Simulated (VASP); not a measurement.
Sb: single point with RPBE

Sb:

```
Sb
1.0
     2.19882    1.26949    3.99396
    -2.19882    1.26949    3.99396
     0.00000   -2.53898    3.99396
Sb
2
Direct
  0.76987 0.76987 0.76987
  0.23013 0.23013 0.23013
```

```json
{"Program": "VASP 6.6.1", "Task": "single point", "Functional": "RPBE", "Potentials or basis": "VASP PAW PBE potentials, release 64 (Sb)", "Cutoff": "520 eV", "k mesh": "8 × 8 × 8", "Occupations": "fermi-dirac, width 0.05 eV", "Spin": "no spin polarisation", "Dipole correction": "no", "Further INCAR settings": "ALGO = Normal; EDIFF = 1e-06; NBANDS = 12"}
```

| Quantity | Value |
| --- | --- |
| Pressure | 0.0 GPa |
| Largest force | 0.028 eV/Å |
| Band gap on the k mesh | zero (band 5 reaches 6.26 eV, above the bottom of band 6 at 6.01 eV) |

Forces on the atoms (eV/Å):
```
Sb   0.000  0.000 -0.028
Sb   0.000  0.000  0.028
```

Levels at points of the mesh, in eV from the Fermi level:
| k point | band 1 | band 2 | band 3 | band 4 | band 5 | band 6 | band 7 | band 8 | band 9 | band 10 |
| --- | --- | --- | --- | --- | --- | --- | --- | --- | --- | --- |
| (0.00, 0.00, 0.00) | -12.13 | -5.34 | -2.03 | -1.66 | -1.66 | 1.63 | 2.36 | 2.36 | 5.32 | 5.32 |
| (0.50, 0.00, 0.00) | -10.07 | -9.22 | -2.04 | -2.04 | -0.37 | -0.26 | 0.24 | 0.84 | 7.12 | 7.47 |
| (0.50, 0.50, 0.00) | -10.10 | -8.07 | -4.83 | -3.39 | -3.28 | 1.60 | 4.32 | 5.24 | 5.95 | 8.32 |
| (0.50, 0.50, 0.50) | -11.04 | -8.44 | -1.30 | -1.30 | -0.60 | 0.43 | 0.43 | 1.15 | 6.48 | 8.21 |

Run time: 77 s on 1 thread of Intel Xeon 8259CL (shared host), peak memory 0.23 GiB.

Caveat: the PAW data sets were made with another functional, which shifts forces and pressure a little; spin-orbit coupling is left out, which moves the levels of the heavy elements.
